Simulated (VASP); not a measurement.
Input of a VASP 6.6.1 run:

The input POSCAR:

```
Sn
1.0
   -1.8946518192      1.8946518192      1.8946518192
    1.8946518192     -1.8946518192      1.8946518192
    1.8946518192      1.8946518192     -1.8946518192
Sn
1
Direct
    0.0000000000      0.0000000000      0.0000000000
```

The input INCAR.step1:

```
SYSTEM = Sn
  PREC = Accurate
  ENCUT = 520
  EDIFF = 1E-5
  ISMEAR = -1
  SIGMA = 0.05
  LREAL = .False.
  LASPH = .True.
  NELM = 100
  ALGO = Normal
  ISIF = 2
  LWAVE = .True.
  LCHARG = .False.
  GGA = PE
  NBANDS = 13
```

INCAR.step2

```
SYSTEM = Sn
  PREC = Accurate
  ENCUT = 520
  EDIFF = 1E-7
  ISMEAR = -1
  SIGMA = 0.05
  LREAL = .False.
  LASPH = .True.
  NELM = 100
  ALGO = Normal
  ISIF = 2
  LWAVE = .False.
  LCHARG = .False.
  GGA = PS
  LHFCALC = .True.
  AEXX = 0.25
  HFSCREEN = 0.207
  PRECFOCK = Normal
  ISTART = 1
  NBANDS = 13
```

KPOINTS

```
regular mesh
0
Gamma
  5 5 5
  0 0 0
```

Potentials or basis: VASP PAW PBE potentials, release 64 (Sn_d).

Launch:

```bash
$ cat potpaw_PBE.64/Sn_d/POTCAR > POTCAR
$ cp INCAR.step1 INCAR
$ mpirun -np 1 vasp_std > vasp.out
$ cp INCAR.step2 INCAR
$ mpirun -np 1 vasp_std > vasp.out
```

Task: Predict the pressure.

Result: 0.5 GPa.

Task: What does it give for the band gap on the k mesh?

Result: Zero (bands 7 and 8 overlap by 11.04 eV).

Caveat: the k points lie up to 0.47 Å⁻¹ apart, too coarse for converged energies and pressures of a metal; the PAW data sets were made with another functional, which shifts forces and pressure a little; spin-orbit coupling is left out, which moves the levels of the heavy elements.
